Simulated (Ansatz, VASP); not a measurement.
One calculation of MnO2, two programs

```
CELL_PARAMETERS angstrom
4.45723 0.00000 0.00000
0.00000 4.45723 0.00000
0.00000 0.00000 2.94282
ATOMIC_POSITIONS crystal
Mn 0.00000 0.00000 0.00000
Mn 0.50000 0.50000 0.50000
O 0.30608 0.30608 0.00000
O 0.19392 0.80608 0.50000
O 0.69392 0.69392 0.00000
O 0.80608 0.19392 0.50000
```

Alike in both runs: functional PBE; k mesh 4 × 4 × 8; occupations gaussian, width 0.1 eV; collinear spin; Hubbard terms Mn d U = 3.9 eV.

Ansatz relaxed the structure, and its values are those at the end. VASP's run is a single point on that final structure, the one shown.

|  | VASP | Ansatz |
| --- | --- | --- |
| version | VASP 6.6.1 | Ansatz 0.2.0 |
| potentials or method | VASP PAW PBE potentials, release 64 (Mn_pv, O), cutoff 520 eV | scalar-relativistic, plane waves, PAW |
| valence electrons in the cell | 50 | 54 |

VASP gave:

```
gap on the k mesh at the Fermi level (eV)                     : none
pressure (GPa)                                                : 0.7
rms of the force components (eV/Å)                            : 0.011
net moment per atom (μB)                                      : 1.01
size of the moment on the site where the two differ most (μB) : 3.13
```

Which values does Ansatz return?

gap on the k mesh at the Fermi level (eV): none; pressure (GPa): 0.1; rms of the force components (eV/Å): 0.001; net moment per atom (μB): 1.01; size of the moment on the site where the two differ most (μB): 2.78.

Site moments also hang on the region over which each program counts them. The programs project onto different local orbitals, so the same U acts differently, and such runs can settle in different states. A gap of «none» marks a metal or a gap that the smearing closes. VASP's potentials hold 50 valence electrons a cell and Ansatz's 54, so a difference there can come from the potentials and not from the codes. Ansatz's warnings: filled band counts differ across k points.
